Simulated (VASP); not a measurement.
Write the native input for VASP 6.6.1 that does the following.

* Task: single point
* Functional: r2SCAN
* Potentials or basis: VASP PAW PBE potentials, release 64 (Hf_pv, N)
* Cutoff: 520 eV
* k mesh: 12 × 12 × 12
* Occupations: methfessel-paxton, width 0.3 eV
* Spin: no spin polarisation
* Dipole correction: no
* Further INCAR settings: ALGO = Normal; EDIFF = 1e-06; NBANDS = 14

The system is HfN.

```
Hf N
1.0
     3.47164    0.00000    0.00000
     1.73582    3.00653    0.00000
     1.73582    1.00218    2.83458
Hf N
1 1
Direct
  0.00000 0.00000 0.00000
  0.75000 0.75000 0.75000
```

These files were run (other wordings do the same):

POSCAR

```
HfN
1.0
    3.4716430000      0.0000000000      0.0000000000
    1.7358215000      3.0065310309      0.0000000000
    1.7358215000      1.0021770103      2.8345846397
Hf N
1 1
Direct
    0.0000000000      0.0000000000      0.0000000000
    0.7500000000      0.7500000000      0.7500000000
```

INCAR.step1

```
SYSTEM = HfN
PREC = Accurate ; ENCUT = 520
ISMEAR = 1 ; SIGMA = 0.3
LREAL = .False. ; LASPH = .True.
NELM = 80 ; NBANDS = 14
GGA = PE ; ALGO = Normal
EDIFF = 1E-4 ; LWAVE = .True.
LCHARG = .False.
```

INCAR.step2

```
SYSTEM = HfN
PREC = Accurate ; ENCUT = 520
EDIFF = 1E-6 ; ISMEAR = 1
SIGMA = 0.3 ; LREAL = .False.
LASPH = .True. ; NELM = 80
ALGO = Normal ; ISIF = 2
LWAVE = .False. ; LCHARG = .True.
METAGGA = R2SCAN ; LMIXTAU = .True.
LELF = .True. ; LVHAR = .True.
NBANDS = 14 ; ISTART = 1
```

KPOINTS

```
Automatic mesh
0
Gamma
  12 12 12
  0 0 0
```

Potentials or basis: VASP PAW PBE potentials, release 64 (Hf_pv, N).

The run is started by

```sh
$ cat potpaw_PBE.64/Hf_pv/POTCAR potpaw_PBE.64/N/POTCAR > POTCAR
$ cp INCAR.step1 INCAR
$ mpirun -np 1 vasp_std > vasp.out
$ cp INCAR.step2 INCAR
$ mpirun -np 1 vasp_std > vasp.out
```

Results of the run:

The pressure is -3.5 GPa.

Caveat: the PAW data sets were made with another functional, which shifts forces and pressure a little.

It took 3.5 min on 1 thread of Intel Xeon 8259CL, with other jobs on the host, peak memory 0.19 GiB.
